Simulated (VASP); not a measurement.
# Ge (I4_1/amd) in VASP: single point with LDA

Aim: the single point of Ge with LDA.

All numbers are computed with VASP 6.6.1; they aren't measurements. Logs are shortened: lines on timing, memory, paths and dates and some standing lists are left out, and cuts for length are marked.

**1. The cell of the first run**

The structure is tetragonal, space group I4_1/amd (No. 141). Conventional cell: a = 3.964 Å, b = 3.964 Å, c = 5.956 Å, α = 90.00°, β = 90.00°, γ = 90.00°. Ge (site symmetry -4m2) has 4 Ge at 2.48 Å within 3.3 Å.

**2. Single point, LDA (23.39 Å³/atom)**

INCAR

```
PREC = Accurate ; ENCUT = 520
EDIFF = 1E-6 ; ISMEAR = 0
SIGMA = 0.15 ; LREAL = False
LASPH = True ; NELM = 60
ALGO = Normal ; ISIF = 2
LWAVE = False ; LCHARG = True
LELF = True ; LVHAR = True
NBANDS = 21
```

KPOINTS

```
regular mesh
0
Gamma
  16 16 16
```

POSCAR

```
Ge
1.0
    0.0000000000      2.8027983229      2.9779732180
    2.8027983229      0.0000000000      2.9779732180
    2.8027983229      2.8027983229      0.0000000000
Ge
2
Direct
    0.5000000000      0.5000000000      0.5000000000
    0.7500000000      0.7500000000      0.7500000000
```

Potentials or basis: VASP PAW LDA potentials, release 64 (Ge_d).

Started as:

```
$ cat potpaw_LDA.64/Ge_d/POTCAR > POTCAR
$ mpirun -np 1 vasp_std > vasp.out
```

OUTCAR:

```text
PREC = Accurate
   ENCUT = 520
   EDIFF = 1E-6
   ISMEAR = 0
   LREAL = False
   LASPH = True
   NELM = 60
   ISIF = 2

 ion  position               nearest neighbor table
   1  0.500  0.500  0.500-   2 2.48   2 2.48   2 2.48   2 2.48
   2  0.750  0.750  0.750-   1 2.48   1 2.48   1 2.48   1 2.48

  LATTYP: Found a body centered tetragonal cell.
 ALAT       =     3.9637554008
 C/A-ratio  =     1.5026019100

  Lattice vectors:

 A1 = (  -2.8027983229,   0.0000000000,   2.9779732180)
 A2 = (   2.8027983229,   0.0000000000,   2.9779732180)
 A3 = (   0.0000000000,   2.8027983229,  -2.9779732180)

Analysis of symmetry for initial positions (statically):
=====================================================================
 Subroutine PRICEL returns:
 Original cell was already a primitive cell.

 Routine SETGRP: Setting up the symmetry group for a
 body centered tetragonal supercell.

 Subroutine GETGRP returns: Found 16 space group operations
 (whereof  8 operations were pure point group operations)
 out of a pool of 16 trial point group operations.

The static configuration has the point symmetry D_2d.
 The point group associated with its full space group is D_4h.

Analysis of symmetry for dynamics (positions and initial velocities):
=====================================================================
 Subroutine PRICEL returns:
 Original cell was already a primitive cell.

 Routine SETGRP: Setting up the symmetry group for a
 body centered tetragonal supercell.

 Subroutine GETGRP returns: Found 16 space group operations
 (whereof  8 operations were pure point group operations)
 out of a pool of 16 trial point group operations.

The dynamic configuration has the point symmetry D_2d.
 The point group associated with its full space group is D_4h.

 Subroutine INISYM returns: Found 16 space group operations
 (whereof  8 operations are pure point group operations),
 and found     1 'primitive' translations

----------------------------------------------------------------------------------------

                                     Primitive cell

  volume of cell :      46.7880

  direct lattice vectors                    reciprocal lattice vectors
     0.000000000  2.802798323  2.977973218    -0.178393142  0.178393142  0.167899428
     2.802798323  0.000000000  2.977973218     0.178393142 -0.178393142  0.167899428
     2.802798323  2.802798323  0.000000000     0.178393142  0.178393142 -0.167899428

  length of vectors
     4.089499105  4.089499105  3.963755401     0.303048584  0.303048584  0.303048584

[... 79 lines left out ...]
   NELM   =     60;   NELMIN=  2; NELMDL= -5     # of ELM steps
   EDIFF  = 0.1E-05   stopping-criterion for ELM
   LREAL  =      F    real-space projection
   EDIFFG = 0.1E-04   stopping-criterion for IOM
   NSW    =      0    number of steps for IOM
   IBRION =     -1    ionic relax: 0-MD 1-quasi-New 2-CG
   NFREE  =      0    steps in history (QN), initial steepest desc. (CG)
   ISIF   =      2    stress and relaxation
   ISYM   =      2    0-nonsym 1-usesym 2-fastsym
   POTIM  = 0.5000    time-step for ionic-motion
   TEBEG  =    0.0;   TEEND  =   0.0 temperature during run
   PSTRESS=    0.0 pullay stress
   NELECT =      28.0000    total number of electrons
   NUPDOWN=      -1.0000    fix difference up-down
   EMIN   =  10.00;   EMAX   =-10.00  energy-range for DOS
   EFERMI =   0.00;   METHOD = LEGACY
   ISMEAR =     0;   SIGMA  =   0.15  broadening in eV -4-tet -1-fermi 0-gaus
   EFERMI_NEDOS =   21; number of points for ismear=-14 and -15
   IALGO  =     38    algorithm
   IMIX   =      4    mixing-type and parameters
     AMIX     =   0.40;   BMIX     =  1.00
     AMIX_MAG =   1.60;   BMIX_MAG =  1.00
  volume/ion in A,a.u.               =      23.39       157.87
  Fermi-wavevector in a.u.,A,eV,Ry     =   1.379588  2.607043 25.895459  1.903263
  Thomas-Fermi vector in A             =   2.504543
   LORBIT       =      0    0 simple, 1 ext, 2 COOP (PROOUT), +10 PAW based schemes
   GGA     = CA    functional components
   LHFCALC =     F    Hartree Fock is set to
   AEXX    =    0.0000 exact exchange contribution
   IVDW    =     0    specifies the selected vdW correction
   LEPSILON=     F    determine dielectric tensor
   LRPA    =     F    only Hartree local field effects (RPA)
 non-spin polarized calculation
 Gauss-broadening in eV      SIGMA  =   0.15
  energy-cutoff  :      520.00
  volume of cell :       46.79
 maximum number of plane-waves:      1287
   NGX = 15   NGY = 15   NGZ = 15

 number of electron      28.0000013 magnetization

 Free energy of the ion-electron system (eV)
  ---------------------------------------------------
  ext. energy  EPLUGINS =         0.00000000
  ---------------------------------------------------
  free energy    TOTEN  =       -10.34260550 eV

  energy without entropy =      -10.34169292  energy(sigma->0) =      -10.34214921

 E-fermi :   4.4283     XC(G=0): -10.1387

 val. band max:        4.3591264154   @ k =  -0.1250   0.0625   0.0000
 cond. band min:       4.4504595378   @ k =   0.3750   0.0000   0.0000
 fundamental gap:      0.0913331224
 Fermi energy:         4.4283406197

 k-point     1 :       0.0000    0.0000    0.0000
  band No.  band energies     occupation
      1     -20.4906      2.00000
      2     -20.4906      2.00000
      3     -20.4780      2.00000
      4     -20.4542      2.00000
      5     -20.4502      2.00000
      6     -20.2760      2.00000
[... 565 lines left out ...]
     20      13.1675      0.00000
     21      13.2781      0.00000

 [... further k-points ...]

------------------------ aborting loop because EDIFF is reached ----------------------------------------

  FORCE on cell =-STRESS in cart. coord.  units (eV):
  Direction    XX          YY          ZZ          XY          YZ          ZX
  --------------------------------------------------------------------------------------
  -------------------------------------------------------------------------------------
  Total       -0.4568449     -0.4568449     -1.8147923      0.0000000      0.0000000     -0.0000000
  in kB      -15.6438949    -15.6438949    -62.1445481      0.0000000      0.0000000     -0.0000000
  external PRESSURE =     -31.1441126 kB  Pullay stress =       0.0000000 kB

 VOLUME and BASIS-vectors are now :
 -----------------------------------------------------------------------------
  energy-cutoff  :      520.00
  volume of cell :       46.79
      direct lattice vectors                 reciprocal lattice vectors
     0.000000000  2.802798323  2.977973218    -0.178393142  0.178393142  0.167899428
     2.802798323  0.000000000  2.977973218     0.178393142 -0.178393142  0.167899428
     2.802798323  2.802798323  0.000000000     0.178393142  0.178393142 -0.167899428

 POSITION                                       TOTAL-FORCE (eV/Angst)
 -----------------------------------------------------------------------------------
      2.80280      2.80280      2.97797        -0.000000     -0.000000      0.000000
      4.20420      4.20420      4.46696         0.000000      0.000000     -0.000000
 -----------------------------------------------------------------------------------
    total drift:                                0.000000     -0.000000      0.000000

  FREE ENERGIE OF THE ION-ELECTRON SYSTEM (eV)
  ---------------------------------------------------
  free  energy   TOTEN  =       -10.3426054992 eV

  energy  without entropy=      -10.3416929214  energy(sigma->0) =      -10.34214921
```

Wall time 2.8 min (1 thread of AMD EPYC 7R13 (Zen 3), shared host); peak memory 0.32 GiB.

What came out:

| Property | Result |
| --- | --- |
| Free energy | -10.3426 eV |
| Pressure | -3.1 GPa |
| Band gap on the k mesh | zero (bands 14 and 15 overlap by 0.26 eV) |

Stress tensor (GPa, compression positive):
```
-1.56  0.00  0.00
 0.00 -1.56  0.00
 0.00  0.00 -6.21
```

Caveat: the cell stands under tension; semilocal functionals underestimate gaps, so a narrow gap can read as zero.
